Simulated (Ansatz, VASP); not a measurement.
## InSb3 in VASP and in Ansatz

```
Sb In
1.0
     0.00000    3.79455    3.79455
     3.79455    0.00000    3.79455
     3.79455    3.79455    0.00000
Sb In
3 1
Direct
  0.50000 0.50000 0.50000
  0.75000 0.75000 0.75000
  0.25000 0.25000 0.25000
  0.99868 0.99868 0.00132
```

Alike in both runs: task single point; functional PBEsol; k mesh 6 × 6 × 6; occupations gaussian, width 0.02 eV; no spin polarisation.

```csv
,VASP,Ansatz
version,VASP 6.6.1,Ansatz 0.2.0
potentials or method,"VASP PAW PBE potentials, release 64 (Sb, In_d), cutoff 500 eV","scalar-relativistic, plane waves, PAW"
valence electrons in the cell,28,58
```

```csv
,VASP,Ansatz,Ansatz less VASP
rms of the force components (eV/Å),0.005,0.005,+0.0001
```

VASP's potentials were made for PBE, not for PBEsol. Atom by atom the forces differ by 0.000 eV/Å (rms over components). VASP's potentials hold 28 valence electrons a cell and Ansatz's 58, so a difference there can come from the potentials and not from the codes.

Neither program's run includes spin-orbit coupling.
